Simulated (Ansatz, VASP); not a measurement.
# SiB6 in VASP and in Ansatz

```xyz
7
Lattice="4.1324 0.0000 0.0000 0.0000 4.1324 0.0000 0.0000 0.0000 4.1324" Properties=species:S:1:pos:R:3 pbc="T T T"
Si    0.0000    0.0000    0.0000
B     0.8275    2.0662    2.0662
B     2.0662    0.8275    2.0662
B     3.3050    2.0662    2.0662
B     2.0662    3.3050    2.0662
B     2.0662    2.0662    0.8275
B     2.0662    2.0662    3.3050
```

Alike in both runs: functional PBE; k mesh 8 × 8 × 8; occupations gaussian, width 0.01 eV; no spin polarisation.

Ansatz relaxed the structure, and its values are those at the end. VASP's run is a single point on that final structure, the one shown.

|  | VASP | Ansatz |
| --- | --- | --- |
| version | VASP 6.6.1 | Ansatz 0.2.0 |
| potentials or method | VASP PAW PBE potentials, release 64 (Si, B), cutoff 520 eV | scalar-relativistic, plane waves, PAW |
| valence electrons in the cell | 22 | 22 |

Ansatz gave:

```
gap on the k mesh at the Fermi level (eV) : 0.06
least direct gap on the mesh (eV)         : 0.67
pressure (GPa)                            : 0.0
rms of the force components (eV/Å)        : 0.001
```

Question: Which values does VASP return?

Answer: gap on the k mesh at the Fermi level (eV): 0.06; least direct gap on the mesh (eV): 0.67; pressure (GPa): 0.0; rms of the force components (eV/Å): 0.011.
